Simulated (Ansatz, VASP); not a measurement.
One calculation of AlNi, two programs

```xyz
2
Lattice="2.8597 0.0000 0.0000 0.0000 2.8597 0.0000 0.0000 0.0000 2.8597" Properties=species:S:1:pos:R:3 pbc="T T T"
Al    1.4299    1.4299    1.4299
Ni    0.0000    0.0000    0.0000
```

Alike in both runs: task relaxation of cell and atoms; functional PBE; k mesh 6 × 6 × 6; occupations gaussian, width 0.1 eV; no spin polarisation.

```csv
,VASP,Ansatz
version,VASP 6.6.1,Ansatz 0.2.0
potentials or method,"VASP PAW PBE potentials, release 64 (Al, Ni), cutoff 600 eV","scalar-relativistic, plane waves, PAW"
valence electrons in the cell,13,21
```

```csv
,VASP,Ansatz,Ansatz less VASP
"gap on the k mesh at the Fermi level, each at its own relaxed structure (eV)",none,none,-
relaxed volume (Å³/atom),12.12,12.11,-0.010
relaxed cell length with the largest relative difference (Å),2.894,2.894,-0.0008
```

A gap of «none» marks a metal or a gap that the smearing closes. VASP's potentials hold 13 valence electrons a cell and Ansatz's 21, so a difference there can come from the potentials and not from the codes.

The k mesh is coarse, so the values compare programs but aren't converged.
